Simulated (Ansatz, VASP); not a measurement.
## Two plane-wave programs on Hf3C4

INCAR

```
PREC = Accurate
ENCUT = 600
EDIFF = 1E-7
ISMEAR = 0
SIGMA = 0.1
LREAL = F
LASPH = T
NELM = 80
ALGO = Normal
ISIF = 3
LWAVE = F
LCHARG = F
GGA = PE
IBRION = 2
NSW = 90
EDIFFG = -0.04
```

File KPOINTS:

```
regular mesh
0
Gamma
  6 6 4
```

Contents of POSCAR:

```
Hf3C4
1.0
    3.8369168300      0.0000000000      0.0000000000
   -1.9184584100      3.3228674500      0.0000000000
    0.0000000000      0.0000000000      7.0288870300
Hf C
3 4
Direct
    0.0000000000      0.0000000000      0.0000000000
    0.6666666700      0.3333333300      0.0000000000
    0.3333333300      0.6666666700      0.0000000000
    0.0000000000      0.0000000000      0.6816656000
    0.0000000000      0.0000000000      0.3183344000
    0.3333333300      0.6666666700      0.5000000000
    0.6666666700      0.3333333300      0.5000000000
```

Input for Ansatz:

```yaml
crystal:
  lattice:
    - [3.83691683, 0.0, 0.0]
    - [-1.91845841, 3.32286745, 0.0]
    - [0.0, 0.0, 7.02888703]
  atoms:
    - { symbol: Hf, position: [0.0, 0.0, 0.0] }
    - { symbol: Hf, position: [0.66666667, 0.33333333, 0.0] }
    - { symbol: Hf, position: [0.33333333, 0.66666667, 0.0] }
    - { symbol: C, position: [0.0, 0.0, 0.6816656] }
    - { symbol: C, position: [0.0, 0.0, 0.3183344] }
    - { symbol: C, position: [0.33333333, 0.66666667, 0.5] }
    - { symbol: C, position: [0.66666667, 0.33333333, 0.5] }
basis:
  ecutwfc: 420
kpoints:
  mp_grid: { grid: [6, 6, 4] }
hamiltonian:
  xc: pbe
scf:
  occupations: { method: gaussian, width: 0.1 }
  lower_state_search: "off"
output:
  forces: true
  stress: true
  eigenvalues: true
relax:
  adjacent_minimum: "off"
  f_tol: 0.04
  max_steps: 70
  cell: { stress_tol: 0.4 }
```

Alike in both runs: task relaxation of cell and atoms; functional PBE; k mesh 6 × 6 × 4; occupations gaussian, width 0.1 eV; no spin polarisation.

```csv
,VASP,Ansatz
version,VASP 6.6.1,Ansatz 0.2.0
potentials or method,"VASP PAW PBE potentials, release 64 (Hf_pv, C), cutoff 600 eV","scalar-relativistic, plane waves, PAW"
valence electrons in the cell,46,94
```

Ansatz gave:

```
gap on the k mesh at the Fermi level, each at its own relaxed structure (eV) : none
relaxed volume (Å³/atom)                                                     : 18.27
relaxed cell length with the largest relative difference (Å)                 : 5.302
```

**Question.** Which values does VASP return?

**Answer.** gap on the k mesh at the Fermi level, each at its own relaxed structure (eV): none; relaxed volume (Å³/atom): 17.82; relaxed cell length with the largest relative difference (Å): 5.234.

A gap of «none» marks a metal or a gap that the smearing closes. VASP's potentials hold 46 valence electrons a cell and Ansatz's 94, so a difference there can come from the potentials and not from the codes.

Spin-orbit coupling is off throughout. Noted on VASP's run: the volume moved by over 15 % at a fixed basis, so the end points are rough.
